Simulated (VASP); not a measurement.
# DyRhN2 (P4/mmm) in VASP: further runs

Runs on DyRhN2. Level: PBE. Tasks: single point, relaxation of cell and atoms.

Everything below comes from runs of VASP 6.6.1. Logs are shortened: lines on timing, memory, paths and dates and some standing lists are left out, and cuts for length are marked.

### Step 1. The cell of the first run

It takes space group P4/mmm (No. 123, tetragonal). The conventional cell has a = 2.790 Å, b = 2.790 Å, c = 7.584 Å, α = 90.00°, β = 90.00°, γ = 90.00°. Dy (site symmetry 4/mmm) has 8 N at 2.76 Å and 4 Dy at 2.79 Å within 3.6 Å. Rh (site symmetry 4/mmm) has 8 N at 2.71 Å and 4 Rh at 2.79 Å within 3.6 Å. N (site symmetry 4mm) has 4 Rh at 2.71 Å and 4 Dy at 2.76 Å and 10 N at 2.79 to 3.95 Å within 4.0 Å.

The cell was built from a structure type or drawn by symmetry, and may not be a known phase.

### Step 2. Single point, PBE, collinear spin, ferromagnetic start

The input, INCAR:

```
SYSTEM = DyRhN2
  PREC = Accurate
  ENCUT = 600
  EDIFF = 1E-6
  ISMEAR = 0
  SIGMA = 0.1
  LREAL = .False.
  LASPH = .True.
  NELM = 200
  ALGO = Normal
  ISIF = 2
  LWAVE = .False.
  LCHARG = .False.
  ISPIN = 2
  MAGMOM = 0 1 0 0
  LORBIT = 11
  LMAXMIX = 6
  GGA = PE
  NBANDS = 29
  GGA_COMPAT = .False.
```

The input, KPOINTS:

```
Automatic mesh
0
Gamma
  6 6 2
  0 0 0
```

The input, POSCAR:

```
DyRhN2
1.0
    2.7899834600      0.0000000000      0.0000000000
    0.0000000000      2.7899834600      0.0000000000
    0.0000000000      0.0000000000      7.5837993900
Dy Rh N
1 1 2
Direct
    0.0000000000      0.0000000000      0.5000000000
    0.0000000000      0.0000000000      0.0000000000
    0.5000000000      0.5000000000      0.2459090100
    0.5000000000      0.5000000000      0.7540909900
```

Potentials or basis: VASP PAW PBE potentials, release 64 (Dy_3, Rh_pv, N), 4f in core.

The run is started by

```sh
$ cat potpaw_PBE.64/Dy_3/POTCAR potpaw_PBE.64/Rh_pv/POTCAR potpaw_PBE.64/N/POTCAR > POTCAR
$ mpirun -np 1 vasp_std > vasp.out
```

OUTCAR:

```text
SYSTEM = DyRhN2
   PREC = Accurate
   ENCUT = 600
   EDIFF = 1E-6
   ISMEAR = 0
   LREAL = .False.
   LASPH = .True.
   NELM = 200
   ISIF = 2
   ISPIN = 2
   LORBIT = 11
   GGA = PE

 ion  position               nearest neighbor table
   1  0.000  0.000  0.500-   3 2.76   4 2.76   3 2.76   4 2.76   3 2.76   4 2.76   3 2.76   4 2.76

   2  0.000  0.000  0.000-
   3  0.500  0.500  0.246-   1 2.76   1 2.76   1 2.76   1 2.76
   4  0.500  0.500  0.754-   1 2.76   1 2.76   1 2.76   1 2.76

  LATTYP: Found a simple tetragonal cell.
 ALAT       =     2.7899834600
 C/A-ratio  =     2.7182237812

  Lattice vectors:

 A1 = (   2.7899834600,   0.0000000000,   0.0000000000)
 A2 = (   0.0000000000,   2.7899834600,   0.0000000000)
 A3 = (   0.0000000000,   0.0000000000,   7.5837993900)

Analysis of symmetry for initial positions (statically):
=====================================================================
 Subroutine PRICEL returns:
 Original cell was already a primitive cell.

 Routine SETGRP: Setting up the symmetry group for a
 simple tetragonal supercell.

 Subroutine GETGRP returns: Found 16 space group operations
 (whereof 16 operations were pure point group operations)
 out of a pool of 16 trial point group operations.

The static configuration has the point symmetry D_4h.

Analysis of symmetry for dynamics (positions and initial velocities):
=====================================================================
 Subroutine PRICEL returns:
 Original cell was already a primitive cell.

 Routine SETGRP: Setting up the symmetry group for a
 simple tetragonal supercell.

 Subroutine GETGRP returns: Found 16 space group operations
 (whereof 16 operations were pure point group operations)
 out of a pool of 16 trial point group operations.

The dynamic configuration has the point symmetry D_4h.

Analysis of structural, dynamic, and magnetic symmetry:
=====================================================================
 Subroutine PRICEL returns:
 Original cell was already a primitive cell.

 Routine SETGRP: Setting up the symmetry group for a
 simple tetragonal supercell.

 Subroutine GETGRP returns: Found 16 space group operations
 (whereof 16 operations were pure point group operations)
 out of a pool of 16 trial point group operations.

The overall configuration has the point symmetry D_4h.

 Subroutine INISYM returns: Found 16 space group operations
 (whereof 16 operations are pure point group operations),
 and found     1 'primitive' translations
[... 121 lines left out ...]
   AEXX    =    0.0000 exact exchange contribution
   IVDW    =     0    specifies the selected vdW correction
   LEPSILON=     F    determine dielectric tensor
   LRPA    =     F    only Hartree local field effects (RPA)
 spin polarized calculation
 Gauss-broadening in eV      SIGMA  =   0.10
  energy-cutoff  :      600.00
  volume of cell :       59.03
 maximum number of plane-waves:      1998
 NGX is ok and might be reduce to    24
   NGX = 11   NGY = 11   NGZ = 31

 number of electron      33.9999999 magnetization       0.0023163

 number of electron      33.9999999 magnetization      -0.0026695

 Free energy of the ion-electron system (eV)
  ---------------------------------------------------
  ext. energy  EPLUGINS =         0.00000000
  ---------------------------------------------------
  free energy    TOTEN  =       -22.69312716 eV

  energy without entropy =      -22.67418074  energy(sigma->0) =      -22.68365395

 E-fermi :   4.8706     XC(G=0): -11.5829

 val. band max:        4.8461811099   @ k =   0.5000   0.5000   0.5000
 cond. band min:       4.8741428980   @ k =   0.1667   0.0000   0.0000
 fundamental gap:      0.0279617881
 Fermi energy:         4.8706253083

 spin component 1

 k-point     1 :       0.0000    0.0000    0.0000
  band No.  band energies     occupation
      1     -40.9412      1.00000
      2     -40.8499      1.00000
      3     -40.8499      1.00000
      4     -18.3778      1.00000
      5     -17.2783      1.00000
      6     -17.2783      1.00000
[... 629 lines left out ...]
     28      17.5468      0.00000
     29      17.5494      0.00000
 Fermi energy:         4.8706253083

 spin component 2

 k-point     1 :       0.0000    0.0000    0.0000
  band No.  band energies     occupation
      1     -40.9409      1.00000
      2     -40.8497      1.00000
      3     -40.8497      1.00000
      4     -18.3785      1.00000
      5     -17.2793      1.00000
      6     -17.2793      1.00000
[... 629 lines left out ...]
     28      17.5281      0.00000
     29      17.5470      0.00000

------------------------ aborting loop because EDIFF is reached ----------------------------------------

  FORCE on cell =-STRESS in cart. coord.  units (eV):
  Direction    XX          YY          ZZ          XY          YZ          ZX
  --------------------------------------------------------------------------------------
  -------------------------------------------------------------------------------------
  Total       -0.3378006     -0.3378006    -20.3126042      0.0000000      0.0000000      0.0000000
  in kB       -9.1681328     -9.1681328   -551.2975916      0.0000000      0.0000000      0.0000000
  external PRESSURE =    -189.8779524 kB  Pullay stress =       0.0000000 kB

 VOLUME and BASIS-vectors are now :
 -----------------------------------------------------------------------------
  energy-cutoff  :      600.00
  volume of cell :       59.03
      direct lattice vectors                 reciprocal lattice vectors
     2.789983460  0.000000000  0.000000000     0.358425064  0.000000000  0.000000000
     0.000000000  2.789983460  0.000000000     0.000000000  0.358425064  0.000000000
     0.000000000  0.000000000  7.583799390     0.000000000  0.000000000  0.131860028

 POSITION                                       TOTAL-FORCE (eV/Angst)
 -----------------------------------------------------------------------------------
      0.00000      0.00000      3.79190         0.000000      0.000000      0.000000
      0.00000      0.00000      0.00000         0.000000      0.000000      0.000000
      1.39499      1.39499      1.86492         0.000000      0.000000      0.356215
      1.39499      1.39499      5.71887        -0.000000     -0.000000     -0.356215
 -----------------------------------------------------------------------------------
    total drift:                                0.000000      0.000000      0.000000

  FREE ENERGIE OF THE ION-ELECTRON SYSTEM (eV)
  ---------------------------------------------------
  free  energy   TOTEN  =       -22.6931271555 eV

  energy  without entropy=      -22.6741807444  energy(sigma->0) =      -22.68365395

 total charge

# of ion       s       p       d       tot
------------------------------------------
    1        0.364   6.495   1.508   8.366
    2        0.216   6.115   7.006  13.337
    3        1.323   2.052   0.000   3.375
    4        1.323   2.052   0.000   3.375
--------------------------------------------------
tot          3.226  16.713   8.514  28.453

 magnetization (x)

# of ion       s       p       d       tot
------------------------------------------
    1       -0.000  -0.000  -0.001  -0.002
    2       -0.000   0.000   0.000   0.000
    3       -0.000  -0.000   0.000  -0.000
    4       -0.000  -0.000   0.000  -0.000
--------------------------------------------------
tot         -0.000  -0.001  -0.001  -0.002
```

OSZICAR:

```text
N       E                     dE             d eps       ncg     rms          rms(c)
DAV:   1     0.300100068348E+03    0.30010E+03   -0.18026E+04  2320   0.127E+03
DAV:   2    -0.758441718899E+01   -0.30768E+03   -0.29218E+03  2343   0.387E+02
DAV:   3    -0.282957403239E+02   -0.20711E+02   -0.18599E+02  2826   0.897E+01
DAV:   4    -0.290838156812E+02   -0.78808E+00   -0.78048E+00  2617   0.175E+01
[... 12 lines left out ...]
DAV:  17    -0.226930159853E+02   -0.63669E-04   -0.11076E-04  2592   0.582E-02    0.569E-02
DAV:  18    -0.226930833515E+02   -0.67366E-04   -0.11095E-04  2804   0.585E-02    0.506E-02
DAV:  19    -0.226931189956E+02   -0.35644E-04   -0.14193E-04  2779   0.658E-02    0.266E-02
DAV:  20    -0.226931262434E+02   -0.72477E-05   -0.26011E-05  2810   0.272E-02    0.128E-02
DAV:  21    -0.226931271555E+02   -0.91210E-06   -0.56892E-06  2574   0.127E-02
   1 F= -.22693127E+02 E0= -.22683654E+02  d E =-.189464E-01  mag=    -0.0020
```

It took 87 s on 1 thread of Intel Xeon Platinum 8488C (Sapphire Rapids), shared host; peak memory 0.26 GiB.

Results:

- Free energy: -22.6931 eV
- Pressure: -19.0 GPa
- Largest force: 0.356 eV/Å
- Band gap on the k mesh: zero (filled and empty bands overlap)
- Net moment: 0.00 μB per cell
- Valence electrons inside the program's atomic spheres: Dy 8.37; Rh 13.34; N 3.38

Forces on the atoms (eV/Å):
```
Dy   0.000  0.000  0.000
Rh   0.000  0.000  0.000
N    0.000  0.000  0.356
N    0.000  0.000 -0.356
```

Stress tensor (GPa, compression positive):
```
 -0.92   0.00   0.00
  0.00  -0.92   0.00
  0.00   0.00 -55.13
```

Caveat: the k points lie up to 0.41 Å⁻¹ apart, too coarse for converged energies and pressures of a metal; the magnetic or orbital state may not be the lowest; spin-orbit coupling is left out, which moves the levels of the heavy elements; the 4f electrons are frozen in the core, so they carry no moment and show no levels. With open d or f shells a metallic result of PBE can be an artefact of self-interaction; +U or a hybrid may open a gap.

### Step 3. Single point, PBE

This run uses another cell than the first one, of 11.50 Å³/atom.

The input, INCAR:

```
SYSTEM = DyRhN2
  PREC = Accurate
  ENCUT = 600
  EDIFF = 1E-6
  ISMEAR = 0
  SIGMA = 0.1
  LREAL = .FALSE.
  LASPH = .TRUE.
  NELM = 200
  ALGO = Normal
  ISIF = 2
  LWAVE = .FALSE.
  LCHARG = .FALSE.
  GGA = PE
  NBANDS = 25
  GGA_COMPAT = .FALSE.
  LMAXMIX = 6
```

The input, KPOINTS:

```
Automatic mesh
0
G
  16 16 8
  0 0 0
```

The input, POSCAR:

```
DyRhN2
1.0
    2.8711207333      0.0000000000      0.0000000000
    0.0000000000      2.8711207333      0.0000000000
    0.0000000000      0.0000000000      5.5818412799
Dy Rh N
1 1 2
Direct
    0.0000000000      0.0000000000      0.5000000000
    0.0000000000      0.0000000000      0.0000000000
    0.5000000000      0.5000000000      0.2315704380
    0.5000000000      0.5000000000      0.7684295620
```

Potentials or basis: VASP PAW PBE potentials, release 64 (Dy_3, Rh_pv, N), 4f in core.

The run is started by

```sh
$ cat potpaw_PBE.64/Dy_3/POTCAR potpaw_PBE.64/Rh_pv/POTCAR potpaw_PBE.64/N/POTCAR > POTCAR
$ mpirun -np 1 vasp_std > vasp.out
```

Wall time 3.4 min (1 thread of Intel Xeon Platinum 8488C (Sapphire Rapids), shared host); peak memory 0.43 GiB.

It converged, with:

- Free energy: -26.7058 eV
- Pressure: 0.2 GPa
- Largest force: 0.006 eV/Å
- Band gap on the k mesh: zero (bands 17 and 18 overlap by 2.12 eV)

Forces in eV/Å, atoms in the order of the input:
```
Dy   0.000  0.000  0.000
Rh   0.000  0.000  0.000
N    0.000  0.000 -0.006
N    0.000  0.000  0.006
```

Stress tensor (GPa, compression positive):
```
 0.39  0.00  0.00
 0.00  0.39  0.00
 0.00  0.00 -0.07
```

Levels at points of the mesh, in eV from the Fermi level:
| k point | band 14 | band 15 | band 16 | band 17 | band 18 | band 19 | band 20 | band 21 |
| --- | --- | --- | --- | --- | --- | --- | --- | --- |
| (0.00, 0.00, 0.00) | -1.22 | -1.22 | -1.08 | -0.86 | -0.75 | 0.99 | 0.99 | 3.76 |
| (0.50, 0.00, 0.00) | -3.12 | -1.78 | -1.12 | -0.57 | -0.03 | 0.32 | 1.03 | 6.00 |
| (0.50, 0.50, 0.00) | -3.02 | -0.27 | -0.03 | -0.02 | -0.02 | 0.03 | 4.75 | 5.59 |
| (0.00, 0.00, 0.50) | -1.89 | -1.89 | -1.62 | -1.08 | -0.96 | 1.29 | 1.29 | 2.48 |
| (0.50, 0.00, 0.50) | -2.95 | -1.67 | -1.48 | -0.20 | 0.42 | 0.56 | 1.29 | 4.67 |
| (0.50, 0.50, 0.50) | -3.64 | -1.91 | 0.03 | 1.16 | 1.16 | 1.62 | 3.03 | 5.06 |

Caveat: spin-orbit coupling is left out, which moves the levels of the heavy elements; the 4f electrons are frozen in the core, so they carry no moment and show no levels; the run has no spin polarisation, though such a crystal can be magnetic.

(Continued in part 2 of 2.)
